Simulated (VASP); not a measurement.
# Se (P3_121) in VASP: notebook, part 2 of 2

VASP 6.6.1.

## 3. Single point, PBE+D3(BJ) (25.80 Å³/atom)

Contents of INCAR:

```
SYSTEM = Se
PREC = Accurate ; ENCUT = 520
EDIFF = 1E-7 ; ISMEAR = 0
SIGMA = 0.05 ; LREAL = .FALSE.
LASPH = .TRUE. ; NELM = 60
ALGO = Normal ; ISIF = 2
LWAVE = .FALSE. ; LCHARG = .FALSE.
GGA = PE ; IVDW = 12
NBANDS = 16
```

Contents of KPOINTS:

```
regular mesh
0
G
  12 12 8
  0 0 0
```

Contents of POSCAR:

```
Se
1.0
    4.2516111125      0.0000000000      0.0000000000
   -2.1258055563      3.6820032305      0.0000000000
    0.0000000000      0.0000000000      4.9450488850
Se
3
Direct
    0.2473450691      0.0000000000      0.3333333333
    0.0000000000      0.2473450691      0.6666666667
    0.7526549309      0.7526549309      0.0000000000
```

Potentials or basis: VASP PAW PBE potentials, release 64 (Se).

The run is started by

```bash
$ cat potpaw_PBE.64/Se/POTCAR > POTCAR
$ mpirun -np 1 vasp_std > vasp.out
```

OUTCAR:

```text
SYSTEM = Se
   PREC = Accurate
   ENCUT = 520
   EDIFF = 1E-7
   ISMEAR = 0
   LREAL = .FALSE.
   LASPH = .TRUE.
   NELM = 60
   ISIF = 2
   GGA = PE
   IVDW = 12
 IVDW          = 12

 ion  position               nearest neighbor table
   1  0.247  0.000  0.333-   3 2.46   2 2.46
   2  0.000  0.247  0.667-   3 2.46   1 2.46
   3  0.753  0.753  0.000-   1 2.46   2 2.46

  LATTYP: Found a hexagonal cell.
 ALAT       =     4.2516111125
 C/A-ratio  =     1.1631000000

  Lattice vectors:

 A1 = (   4.2516111125,   0.0000000000,   0.0000000000)
[... 647 lines left out ...]

 Edisp (eV)   -1.00899

 E8    (eV) :    -0.4162

  FORCE on cell =-STRESS in cart. coord.  units (eV):
  Direction    XX          YY          ZZ          XY          YZ          ZX
  --------------------------------------------------------------------------------------
  -------------------------------------------------------------------------------------
  Total      -1.05713    -1.05713    -0.17967     0.00000     0.00000     0.00000
  in kB     -21.87906   -21.87906    -3.71863     0.00000     0.00000     0.00000
  external pressure =      -15.83 kB  Pullay stress =        0.00 kB

 VOLUME and BASIS-vectors are now :
 -----------------------------------------------------------------------------
  energy-cutoff  :      520.00
  volume of cell :       77.41
      direct lattice vectors                 reciprocal lattice vectors
     4.251611113  0.000000000  0.000000000     0.235204955  0.135795644  0.000000000
    -2.125805556  3.682003230  0.000000000     0.000000000  0.271591288  0.000000000
     0.000000000  0.000000000  4.945048885     0.000000000  0.000000000  0.202222470

 POSITION                                       TOTAL-FORCE (eV/Angst)
 -----------------------------------------------------------------------------------
      1.05162      0.00000      1.64835        -0.322380     -0.000000     -0.000000
     -0.52581      0.91073      3.29670         0.161190     -0.279189      0.000000
      1.60000      2.77128      0.00000         0.161190      0.279189      0.000000
 -----------------------------------------------------------------------------------
    total drift:                                0.000000      0.000000     -0.000000

  FREE ENERGIE OF THE ION-ELECTRON SYSTEM (eV)
  ---------------------------------------------------
  free  energy   TOTEN  =       -11.4488343296 eV

  energy  without entropy=      -11.4488343296  energy(sigma->0) =      -11.44883433
```

OSZICAR:

```text
N       E                     dE             d eps       ncg     rms          rms(c)
DAV:   1     0.809842278467E+02    0.80984E+02   -0.73015E+03  4192   0.943E+02
DAV:   2    -0.541824177137E+01   -0.86402E+02   -0.81949E+02  5664   0.155E+02
DAV:   3    -0.104681125881E+02   -0.50499E+01   -0.50322E+01  5104   0.425E+01
DAV:   4    -0.105018164472E+02   -0.33704E-01   -0.33696E-01  5744   0.410E+00
DAV:   5    -0.105020358422E+02   -0.21940E-03   -0.21939E-03  5256   0.326E-01    0.654E+00
DAV:   6    -0.104555358478E+02    0.46500E-01   -0.28746E-02  5360   0.109E+00    0.403E+00
DAV:   7    -0.104402180988E+02    0.15318E-01   -0.59415E-02  5280   0.155E+00    0.177E-01
DAV:   8    -0.104397257286E+02    0.49237E-03   -0.76625E-03  4856   0.529E-01    0.916E-02
DAV:   9    -0.104398161386E+02   -0.90410E-04   -0.21812E-04  5984   0.985E-02    0.307E-02
DAV:  10    -0.104398453484E+02   -0.29210E-04   -0.41991E-05  5224   0.437E-02    0.647E-03
DAV:  11    -0.104398474396E+02   -0.20912E-05   -0.61676E-06  5912   0.151E-02    0.311E-03
DAV:  12    -0.104398473948E+02    0.44752E-07   -0.14254E-06  5368   0.748E-03    0.158E-03
DAV:  13    -0.104398473404E+02    0.54461E-07   -0.17645E-07  4872   0.248E-03
   1 F= -.11448834E+02 E0= -.11448834E+02  d E =-.524961E-18
```

stdout:

```text
POSCAR found type information on POSCAR Se
 POSCAR found :  1 types and       3 ions
 scaLAPACK will be used
 LDA part: xc-table for (Slater+PW92), standard interpolation
 POSCAR, INCAR and KPOINTS ok, starting setup
 FFT: planning ... GRIDC
 FFT: planning ... GRID_SOFT
 FFT: planning ... GRID
 WAVECAR not read
 entering main loop
```

Run time: 46 s. Hardware: 1 thread of Intel Xeon 6975P-C (Granite Rapids), shared host; peak memory 0.28 GiB.

Results:

```yaml
Free_energy: -11.4488 eV
Pressure: -1.6 GPa
Largest_force: 0.322 eV/Å
Band_gap_on_the_k_mesh: 0.61 eV (least direct gap 1.09 eV)
Dispersion_energy_per_atom: -0.336 eV
```

Forces on the atoms (eV/Å):
```
Se  -0.322  0.000  0.000
Se   0.161 -0.279  0.000
Se   0.161  0.279  0.000
```

Stress tensor (GPa, compression positive):
```
-2.19  0.00  0.00
 0.00 -2.19  0.00
 0.00  0.00 -0.37
```

## 4. Single point, PBE+D3(BJ) (26.46 Å³/atom)

This run uses another cell than the first one, of 26.46 Å³/atom.

Contents of INCAR:

```
ALGO     = Normal         # electronic algorithm
EDIFF    = 1E-7           # SCF threshold, eV
ENCUT    = 520            # plane-wave cutoff, eV
GGA      = PE             # functional
ISIF     = 2              # what is computed and relaxed
ISMEAR   = 0              # smearing method
IVDW     = 12             # dispersion correction
LASPH    = True           # aspherical terms in the spheres
LCHARG   = False          # write CHGCAR
LREAL    = False          # projectors in reciprocal space
LWAVE    = False          # write WAVECAR
NBANDS   = 16             # bands
NELM     = 100            # most SCF steps
PREC     = Accurate       # precision mode
SIGMA    = 0.05           # smearing width, eV
```

Contents of KPOINTS:

```
k-points
0
Gamma
  12 12 8
```

Contents of POSCAR:

```
Se
1.0
    4.3450283269      0.0000000000      0.0000000000
   -2.1725141635      3.7629049113      0.0000000000
    0.0000000000      0.0000000000      4.8547001496
Se
3
Direct
    0.2473450691      0.0000000000      0.3333333333
    0.0000000000      0.2473450691      0.6666666667
    0.7526549309      0.7526549309      0.0000000000
```

The run is started by

```bash
$ cat potpaw_PBE.64/Se/POTCAR > POTCAR
$ mpirun -np 1 vasp_std > vasp.out
```

It took 44 s on 1 thread of Intel Xeon 6975P-C (Granite Rapids), shared host; peak memory 0.27 GiB.

It converged, with:

```yaml
Free_energy: -11.3958 eV
Pressure: -2.4 GPa
Largest_force: 0.498 eV/Å
Band_gap_on_the_k_mesh: 0.46 eV (least direct gap 1.34 eV)
Dispersion_energy_per_atom: -0.327 eV
```

Forces on the atoms (eV/Å):
```
Se  -0.498  0.000  0.000
Se   0.249 -0.431  0.000
Se   0.249  0.431  0.000
```

Stress tensor (GPa, compression positive):
```
-3.22  0.00  0.00
 0.00 -3.22  0.00
 0.00  0.00 -0.64
```

Levels at points of the mesh, in eV from the valence-band top:
```
           k point  band 5  band 6  band 7  band 8  band 9  band 10  band 11  band 12  band 13  band 14
(0.00, 0.00, 0.00)   -3.75   -3.75   -2.13   -2.13   -0.78     1.40     1.46     1.46     6.45     6.48
(0.50, 0.00, 0.00)   -4.79   -3.83   -3.10   -1.58   -1.09     1.43     1.53     3.66     4.67     7.71
(0.00, 0.00, 0.50)   -3.50   -3.50   -1.80   -1.80   -1.23     0.46     0.46     0.93     6.45     6.61
(0.50, 0.00, 0.50)   -4.39   -4.35   -2.42   -1.72    0.00     1.72     2.37     2.50     6.28     7.88
```

## 5. Single point, PBE+D3(BJ) (24.50 Å³/atom)

This run uses another cell than the first one, of 24.50 Å³/atom.

Contents of INCAR:

```
SYSTEM = Se
ALGO     = Normal         ! electronic algorithm
EDIFF    = 1E-6           ! SCF threshold, eV
ENCUT    = 520            ! plane-wave cutoff, eV
GGA      = PE             ! functional
ISIF     = 2              ! what is computed and relaxed
ISMEAR   = 0              ! smearing method
IVDW     = 12             ! dispersion correction
LASPH    = .TRUE.         ! aspherical terms in the spheres
LCHARG   = .FALSE.        ! write CHGCAR
LREAL    = .FALSE.        ! projectors in reciprocal space
LWAVE    = .FALSE.        ! write WAVECAR
NBANDS   = 16             ! bands
NELM     = 80             ! most SCF steps
PREC     = Accurate       ! precision mode
SIGMA    = 0.05           ! smearing width, eV
```

Contents of KPOINTS:

```
k-points
0
G
  12 12 8
  0 0 0
```

Contents of POSCAR:

```
Se
1.0
    4.1230188933      0.0000000000      0.0000000000
   -2.0615094467      3.5706391019      0.0000000000
    0.0000000000      0.0000000000      4.9921512761
Se
3
Direct
    0.2473450691      0.0000000000      0.3333333333
    0.0000000000      0.2473450691      0.6666666667
    0.7526549309      0.7526549309      0.0000000000
```

Potentials or basis: VASP PAW PBE potentials, release 64 (Se).

The run is started by

```bash
$ cat potpaw_PBE.64/Se/POTCAR > POTCAR
$ mpirun -np 1 vasp_std > vasp.out
```

OUTCAR:

```text
SYSTEM = Se
   EDIFF = 1E-6
   ENCUT = 520
   GGA = PE
   ISIF = 2
   ISMEAR = 0
   IVDW = 12
   LASPH = .TRUE.
   LREAL = .FALSE.
   NELM = 80
   PREC = Accurate
 IVDW          = 12

 ion  position               nearest neighbor table
   1  0.247  0.000  0.333-   3 2.43   2 2.43
   2  0.000  0.247  0.667-   3 2.43   1 2.43
   3  0.753  0.753  0.000-   1 2.43   2 2.43

  LATTYP: Found a hexagonal cell.
 ALAT       =     4.1230188933
 C/A-ratio  =     1.2108000000

  Lattice vectors:

 A1 = (   4.1230188933,   0.0000000000,   0.0000000000)
 A2 = (  -2.0615094467,   3.5706391019,   0.0000000000)
 A3 = (   0.0000000000,   0.0000000000,   4.9921512761)

Analysis of symmetry for initial positions (statically):
=====================================================================
 Subroutine PRICEL returns:
 Original cell was already a primitive cell.

 Routine SETGRP: Setting up the symmetry group for a
 hexagonal supercell.

 Subroutine GETGRP returns: Found  6 space group operations
 (whereof  2 operations were pure point group operations)
 out of a pool of 24 trial point group operations.

The static configuration has the point symmetry C_2 .
 The point group associated with its full space group is D_3 .

Analysis of symmetry for dynamics (positions and initial velocities):
=====================================================================
 Subroutine PRICEL returns:
 Original cell was already a primitive cell.

 Routine SETGRP: Setting up the symmetry group for a
 hexagonal supercell.

 Subroutine GETGRP returns: Found  6 space group operations
 (whereof  2 operations were pure point group operations)
 out of a pool of 24 trial point group operations.

The dynamic configuration has the point symmetry C_2 .
 The point group associated with its full space group is D_3 .

 Subroutine INISYM returns: Found  6 space group operations
 (whereof  2 operations are pure point group operations),
 and found     1 'primitive' translations

----------------------------------------------------------------------------------------

                                     Primitive cell

  volume of cell :      73.4935

  direct lattice vectors                    reciprocal lattice vectors
     4.123018893  0.000000000  0.000000000     0.242540727  0.140030954  0.000000000
    -2.061509447  3.570639102  0.000000000     0.000000000  0.280061908  0.000000000
     0.000000000  0.000000000  4.992151276     0.000000000  0.000000000  0.200314443

  length of vectors
     4.123018893  4.123018893  4.992151276     0.280061908  0.280061908  0.200314443

  position of ions in fractional coordinates (direct lattice)
     0.247345069  0.000000000  0.333333333
     0.000000000  0.247345069  0.666666667
     0.752654931  0.752654931  0.000000000

  ion indices of the primitive-cell ions
   primitive index   ion index
                 1           1
                 2           2
                 3           3

----------------------------------------------------------------------------------------

 KPOINTS: k-points

Automatic generation of k-mesh.
 Grid dimensions read from file:
 generate k-points for:   12   12    8

 Generating k-lattice:

  Cartesian coordinates                     Fractional coordinates (reciprocal lattice)
     0.020211727  0.011669246  0.000000000     0.083333333  0.000000000  0.000000000
     0.000000000  0.023338492  0.000000000     0.000000000  0.083333333  0.000000000
     0.000000000  0.000000000  0.025039305     0.000000000  0.000000000  0.125000000

  Length of vectors
     0.023338492  0.023338492  0.025039305

  Shift w.r.t. Gamma in fractional coordinates (k-lattice)
     0.000000000  0.000000000  0.000000000

 Subroutine IBZKPT returns following result:
 ===========================================

 Found    131 irreducible k-points:

 Following reciprocal coordinates:
            Coordinates               Weight
  0.000000  0.000000  0.000000      1.000000
  0.083333  0.000000  0.000000      6.000000
  0.166667  0.000000  0.000000      6.000000
  0.250000 -0.000000  0.000000      6.000000
  0.333333 -0.000000  0.000000      6.000000
  0.416667  0.000000  0.000000      6.000000
[... 16 lines left out ...]
  0.166667  0.000000  0.125000      6.000000
  0.000000  0.166667  0.125000      6.000000
 [... further k-points ...]
   k-points           NKPTS =    131   k-points in BZ     NKDIM =    131   number of bands    NBANDS=     16
   number of dos      NEDOS =    301   number of ions     NIONS =      3
   total plane-waves  NPLWV =  40960
   dimension x,y,z NGX =    32 NGY =   32 NGZ =   40
   dimension x,y,z NGXF=    64 NGYF=   64 NGZF=   80
   ions per type =               3
   NGX,Y,Z   is equivalent  to a cutoff of  12.90, 12.90, 13.32 a.u.
   NGXF,Y,Z  is equivalent  to a cutoff of  25.81, 25.81, 26.64 a.u.
 SYSTEM =  Se
   PREC   = accura    normal or accurate (medium, high low for compatibility)
   ISTART =      0    job   : 0-new  1-cont  2-samecut
   ICHARG =      2    charge: 1-file 2-atom 10-const
   ISPIN  =      1    spin polarized calculation?
   LNONCOLLINEAR =      F non collinear calculations
   LSORBIT =      F    spin-orbit coupling
   LASPH  =      T    aspherical Exc in radial PAW
   ENCUT  =  520.0 eV  38.22 Ry    6.18 a.u.   7.67  7.67  9.28*2*pi/ulx,y,z
   NELM   =     80;   NELMIN=  2; NELMDL= -5     # of ELM steps
   EDIFF  = 0.1E-05   stopping-criterion for ELM
   LREAL  =      F    real-space projection
[... 7 lines left out ...]
   TEBEG  =    0.0;   TEEND  =   0.0 temperature during run
   PSTRESS=    0.0 pullay stress
   NELECT =      18.0000    total number of electrons
   NUPDOWN=      -1.0000    fix difference up-down
   EMIN   =  10.00;   EMAX   =-10.00  energy-range for DOS
   EFERMI =   0.00;   METHOD = LEGACY
   ISMEAR =     0;   SIGMA  =   0.05  broadening in eV -4-tet -1-fermi 0-gaus
   EFERMI_NEDOS =   21; number of points for ismear=-14 and -15
   IALGO  =     38    algorithm
   IMIX   =      4    mixing-type and parameters
     AMIX     =   0.40;   BMIX     =  1.00
     AMIX_MAG =   1.60;   BMIX_MAG =  1.00
  volume/ion in A,a.u.               =      24.50       165.32
  Fermi-wavevector in a.u.,A,eV,Ry     =   1.024274  1.935597 14.274368  1.049136
  Thomas-Fermi vector in A             =   2.158052
   LORBIT       =      0    0 simple, 1 ext, 2 COOP (PROOUT), +10 PAW based schemes
   GGA     = PE    functional components
   LHFCALC =     F    Hartree Fock is set to
   AEXX    =    0.0000 exact exchange contribution
   IVDW    =    12    specifies the selected vdW correction
   LEPSILON=     F    determine dielectric tensor
   LRPA    =     F    only Hartree local field effects (RPA)
 non-spin polarized calculation
 Gauss-broadening in eV      SIGMA  =   0.05
  energy-cutoff  :      520.00
  volume of cell :       73.49
 maximum number of plane-waves:      2010
 NGX is ok and might be reduce to    32
   NGX = 15   NGY = 15   NGZ = 19

 number of electron      17.9999998 magnetization

 Free energy of the ion-electron system (eV)
  ---------------------------------------------------
  ext. energy  EPLUGINS =         0.00000000
  ---------------------------------------------------
  free energy    TOTEN  =       -10.41272328 eV

  energy without entropy =      -10.41272328  energy(sigma->0) =      -10.41272328

 E-fermi :   4.0622     XC(G=0):  -9.4174

 val. band max:        3.7850406292   @ k =   0.4167   0.1667   0.5000
 cond. band min:       4.5078582754   @ k =   0.3333   0.3333   0.5000
 fundamental gap:      0.7228176462
 Fermi energy:         4.0621574256

 k-point     1 :       0.0000    0.0000    0.0000
  band No.  band energies     occupation
      1     -12.3307      2.00000
      2      -8.1552      2.00000
      3      -8.1552      2.00000
      4      -0.1494      2.00000
      5       0.1410      2.00000
      6       0.1410      2.00000
[... 8 lines left out ...]
     15      10.5975      0.00000
     16      12.1170      0.00000
[... 419 lines left out ...]
 k-point    24 :       0.0000    0.1667    0.1250
  band No.  band energies     occupation
      1     -12.0876      2.00000
      2      -8.9997      2.00000
      3      -7.4193      2.00000
      4      -0.9911      2.00000
      5      -0.6387      2.00000
      6       0.1273      2.00000
[... 8 lines left out ...]
     15      11.4775      0.00000
     16      12.2164      0.00000

 [... further k-points ...]

------------------------ aborting loop because EDIFF is reached ----------------------------------------

 Edisp (eV)   -1.06774

 E8    (eV) :    -0.4410

  FORCE on cell =-STRESS in cart. coord.  units (eV):
  Direction    XX          YY          ZZ          XY          YZ          ZX
  --------------------------------------------------------------------------------------
  -------------------------------------------------------------------------------------
  Total       0.15287     0.15287     0.97548    -0.00000     0.00000     0.00000
  in kB       3.33266     3.33266    21.26561    -0.00000     0.00000     0.00000
  external pressure =        9.31 kB  Pullay stress =        0.00 kB

 VOLUME and BASIS-vectors are now :
 -----------------------------------------------------------------------------
  energy-cutoff  :      520.00
  volume of cell :       73.49
      direct lattice vectors                 reciprocal lattice vectors
     4.123018893  0.000000000  0.000000000     0.242540727  0.140030954  0.000000000
    -2.061509447  3.570639102  0.000000000     0.000000000  0.280061908  0.000000000
     0.000000000  0.000000000  4.992151276     0.000000000  0.000000000  0.200314443

 POSITION                                       TOTAL-FORCE (eV/Angst)
 -----------------------------------------------------------------------------------
      1.01981      0.00000      1.66405         0.052151     -0.000000      0.000000
     -0.50990      0.88318      3.32810        -0.026075      0.045164     -0.000000
      1.55161      2.68746      0.00000        -0.026075     -0.045164     -0.000000
 -----------------------------------------------------------------------------------
    total drift:                                0.000001      0.000001      0.000000

  FREE ENERGIE OF THE ION-ELECTRON SYSTEM (eV)
  ---------------------------------------------------
  free  energy   TOTEN  =       -11.4804626882 eV

  energy  without entropy=      -11.4804626882  energy(sigma->0) =      -11.48046269
```

Run time: 1.9 min. Hardware: 1 thread of Intel Xeon 8259CL, shared host; peak memory 0.28 GiB.

Results:

```yaml
Free_energy: -11.4805 eV
Pressure: 0.9 GPa
Largest_force: 0.052 eV/Å
Band_gap_on_the_k_mesh: 0.72 eV (least direct gap 0.84 eV)
Dispersion_energy_per_atom: -0.356 eV
```

Forces on the atoms (eV/Å):
```
Se   0.052  0.000  0.000
Se  -0.026  0.045  0.000
Se  -0.026 -0.045  0.000
```

## 6. Overview

| cell | gap on the mesh (eV) | pressure (GPa) | largest force (eV/Å) |
| --- | --- | --- | --- |
| a = 4.139, b = 4.139, c = 5.217 Å, angles 90.0, 90.0, 120.0°, 3 atoms | 0.49 | -2.9 | 0.34 |
| a = 4.252, b = 4.252, c = 4.945 Å, angles 90.0, 90.0, 120.0°, 3 atoms | 0.61 | -1.6 | 0.32 |
| a = 4.345, b = 4.345, c = 4.855 Å, angles 90.0, 90.0, 120.0°, 3 atoms | 0.46 | -2.4 | 0.50 |
| a = 4.123, b = 4.123, c = 4.992 Å, angles 90.0, 90.0, 120.0°, 3 atoms | 0.72 | 0.9 | 0.05 |

Alike in all rows: task single point; level PBE+D3(BJ); potentials or basis VASP PAW PBE potentials, release 64 (Se); no spin polarisation; k mesh 12 × 12 × 8; cutoff (eV) 520; smearing gaussian 0.05 eV.

Total energies depend on the potentials used, so only differences within one code and one set of settings carry meaning.
